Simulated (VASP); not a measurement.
# BiS4 (Pm-3m) in VASP: notebook, part 3 of 3

VASP 6.6.1.

## Step 6: Relaxation of cell and atoms, PBE

This run uses another cell than the first one, of 27.85 Å³/atom.

Input file INCAR:

```
SYSTEM = BiS4
  PREC = Accurate
  ENCUT = 600
  EDIFF = 1E-7
  ISMEAR = 0
  SIGMA = 0.1
  LREAL = .FALSE.
  LASPH = .TRUE.
  NELM = 60
  ALGO = Normal
  ISIF = 3
  LWAVE = .FALSE.
  LCHARG = .FALSE.
  GGA = PE
  IBRION = 2
  NSW = 100
  EDIFFG = -0.01
```

Input file KPOINTS:

```
Automatic mesh
0
G
  8 8 8
  0 0 0
```

Input file POSCAR:

```
BiS4
1.0
    5.1830884075      0.0000000000      0.0000000000
    0.0000000000      5.1830884075      0.0000000000
    0.0000000000      0.0000000000      5.1830884075
Bi S
1 4
Direct
    0.5000000000      0.5000000000      0.5000000000
    0.0000000000      0.5000000000      0.5000000000
    0.5000000000      0.5000000000      0.0000000000
    0.5000000000      0.0000000000      0.5000000000
    0.0000000000      0.0000000000      0.0000000000
```

Potentials or basis: VASP PAW PBE potentials, release 64 (Bi_d, S).

Command:

```bash
$ cat potpaw_PBE.64/Bi_d/POTCAR potpaw_PBE.64/S/POTCAR > POTCAR
$ mpirun -np 1 vasp_std > vasp.out
```

OUTCAR:

```text
SYSTEM = BiS4
   PREC = Accurate
   ENCUT = 600
   EDIFF = 1E-7
   ISMEAR = 0
   LREAL = .FALSE.
   LASPH = .TRUE.
   NELM = 60
   ISIF = 3
   GGA = PE
   IBRION = 2
   NSW = 100
   EDIFFG = -0.01

 ion  position               nearest neighbor table
   1  0.500  0.500  0.500-   2 2.59   3 2.59   4 2.59   3 2.59   4 2.59   2 2.59
   2  0.000  0.500  0.500-   1 2.59   1 2.59
   3  0.500  0.500  0.000-   1 2.59   1 2.59
   4  0.500  0.000  0.500-   1 2.59   1 2.59
   5  0.000  0.000  0.000-

  LATTYP: Found a simple cubic cell.
 ALAT       =     5.1830884075

  Lattice vectors:

 A1 = (   5.1830884075,   0.0000000000,   0.0000000000)
 A2 = (   0.0000000000,   5.1830884075,   0.0000000000)
 A3 = (   0.0000000000,   0.0000000000,   5.1830884075)

Analysis of symmetry for initial positions (statically):
=====================================================================
 Subroutine PRICEL returns:
[... 227 lines left out ...]

 E-fermi :   2.1156     XC(G=0):  -8.6844

 val. band max:        2.1119133021   @ k =   0.3750   0.2500   0.1250
 cond. band min:       2.1231403338   @ k =   0.5000   0.3750   0.1250
 fundamental gap:      0.0112270317
 Fermi energy:         2.1156177011

 k-point     1 :       0.0000    0.0000    0.0000
  band No.  band energies     occupation
      1     -20.7568      2.00000
      2     -20.7568      2.00000
      3     -20.6347      2.00000
      4     -20.6347      2.00000
      5     -20.6347      2.00000
      6     -11.9016      2.00000
[... 613 lines left out ...]
     22       2.8937      0.00000
     23       4.7716      0.00000

 [... further k-points ...]

------------------------ aborting loop because EDIFF is reached ----------------------------------------

  FORCE on cell =-STRESS in cart. coord.  units (eV):
  Direction    XX          YY          ZZ          XY          YZ          ZX
  --------------------------------------------------------------------------------------
  -------------------------------------------------------------------------------------
  Total        0.0183630      0.0183630      0.0183630      0.0000000     -0.0000000      0.0000000
  in kB        0.2084741      0.2084741      0.2084741      0.0000000     -0.0000000      0.0000000
  external PRESSURE =       0.2084741 kB  Pullay stress =       0.0000000 kB

 VOLUME and BASIS-vectors are now :
 -----------------------------------------------------------------------------
  energy-cutoff  :      600.00
  volume of cell :      141.12
      direct lattice vectors                 reciprocal lattice vectors
     5.206362578  0.000000000 -0.000000000     0.192072677  0.000000000 -0.000000000
    -0.000000000  5.206362578 -0.000000000    -0.000000000  0.192072677 -0.000000000
     0.000000000  0.000000000  5.206362578     0.000000000  0.000000000  0.192072677

 POSITION                                       TOTAL-FORCE (eV/Angst)
 -----------------------------------------------------------------------------------
      2.60318      2.60318      2.60318         0.000000      0.000000      0.000000
      0.00000      2.60318      2.60318        -0.000000     -0.000000      0.000000
      2.60318      2.60318     -0.00000         0.000000     -0.000000      0.000000
      2.60318      0.00000      2.60318        -0.000000     -0.000000      0.000000
      0.00000      0.00000      0.00000        -0.000000     -0.000000      0.000000
 -----------------------------------------------------------------------------------
    total drift:                                0.000000     -0.000000     -0.000000

  FREE ENERGIE OF THE ION-ELECTRON SYSTEM (eV)
  ---------------------------------------------------
  free  energy   TOTEN  =       -14.6262839300 eV

  energy  without entropy=      -14.5740957588  energy(sigma->0) =      -14.60018984

 reached required accuracy - stopping structural energy minimisation
```

CONTCAR:

```text
BiS4
   1.00000000000000
     5.2063625780614959    0.0000000000000000   -0.0000000000000000
    -0.0000000000000000    5.2063625780614959   -0.0000000000000000
     0.0000000000000000    0.0000000000000000    5.2063625780614959
  Bi              S
     1     4
Direct
     0.5000000000000000    0.5000000000000000    0.5000000000000000
     0.0000000000000000    0.5000000000000000    0.5000000000000000
     0.5000000000000000    0.5000000000000000    0.0000000000000000
     0.5000000000000000    0.0000000000000000    0.5000000000000000
     0.0000000000000000    0.0000000000000000    0.0000000000000000

  0.00000000E+00  0.00000000E+00  0.00000000E+00
  0.00000000E+00  0.00000000E+00  0.00000000E+00
  0.00000000E+00  0.00000000E+00  0.00000000E+00
  0.00000000E+00  0.00000000E+00  0.00000000E+00
  0.00000000E+00  0.00000000E+00  0.00000000E+00
```

Run time: 3.8 min. Hardware: 1 thread of Intel Xeon Platinum 8259CL at 2.50GHz (Skylake/Cascade Lake), shared host; peak memory 0.34 GiB.

What came out:

```yaml
Free_energy: -14.6263 eV
Relaxed_volume: 28.22 Å³/atom
Relaxed_cell: a = 5.206 Å, b = 5.206 Å, c = 5.206 Å, α = 90.00°, β = 90.00°, γ = 90.00°
Space_group_after_relaxing_to_0.1_Å: Pm-3m (No. 221)
Energy_gained_by_relaxing: 0.6 meV/atom
Ionic_steps: 2
Pressure_after_relaxing: 0.0 GPa
Band_gap_on_the_k_mesh: zero (an odd number of electrons rules out a gap without spin polarisation)
```

The path:
```tsv
step	energy change (eV)	largest force (eV/Å)	pressure (GPa)	volume (Å³)
1	0.0000	0.0000	0.54	139.24
2	-0.0032	0.0000	0.02	141.12
```

Final structure:
```xyz
5
Lattice="5.2064 0.0000 0.0000 0.0000 5.2064 0.0000 0.0000 0.0000 5.2064" Properties=species:S:1:pos:R:3 pbc="T T T"
Bi    2.6032    2.6032    2.6032
S     0.0000    2.6032    2.6032
S     2.6032    2.6032    0.0000
S     2.6032    0.0000    2.6032
S     0.0000    0.0000    0.0000
```

Levels at points of the mesh, in eV from the Fermi level:
```tsv
k point	band 18	band 19	band 20	band 21	band 22	band 23
(0.00, 0.00, 0.00)	-0.62	-0.62	0.40	0.40	0.40	6.42
(0.50, 0.00, 0.00)	-0.63	-0.63	0.03	0.03	0.19	3.23
(0.50, 0.50, 0.00)	-0.72	0.02	0.02	0.25	1.17	2.64
(0.50, 0.50, 0.50)	0.26	0.26	0.26	0.26	1.80	1.80
```

Caveat: spin-orbit coupling is left out, which moves the levels of the heavy elements.

## Step 7: Overview

```tsv
task	cell	k mesh	cutoff (eV)	gap on the mesh (eV)	pressure (GPa)	relaxed volume (Å³/atom)
single point	a = 4.819 Å, 5 atoms	4 × 4 × 4	520	none	15.8	-
single point	a = 5.183 Å, 5 atoms	4 × 4 × 4	520	none	0.1	-
single point	a = 5.209 Å, 5 atoms	8 × 8 × 8	520	none	-0.1	-
relaxation of cell and atoms	relaxed from a = 4.819 Å, 5 atoms	4 × 4 × 4	600	none	0.1	27.84
relaxation of cell and atoms	relaxed from a = 5.183 Å, 5 atoms	8 × 8 × 8	600	none	0.0	28.22
```

Alike in all rows: level PBE; potentials or basis VASP PAW PBE potentials, release 64 (Bi_d, S); no spin polarisation; smearing gaussian 0.1 eV.

Caveats: spin-orbit coupling is left out, which moves the levels of the heavy elements; the cell stands under pressure (at least some runs); the volume moved by over 15 % at a fixed basis, so the end points are rough (at least some runs).

Absolute energies hang on the potentials; compare differences alone.
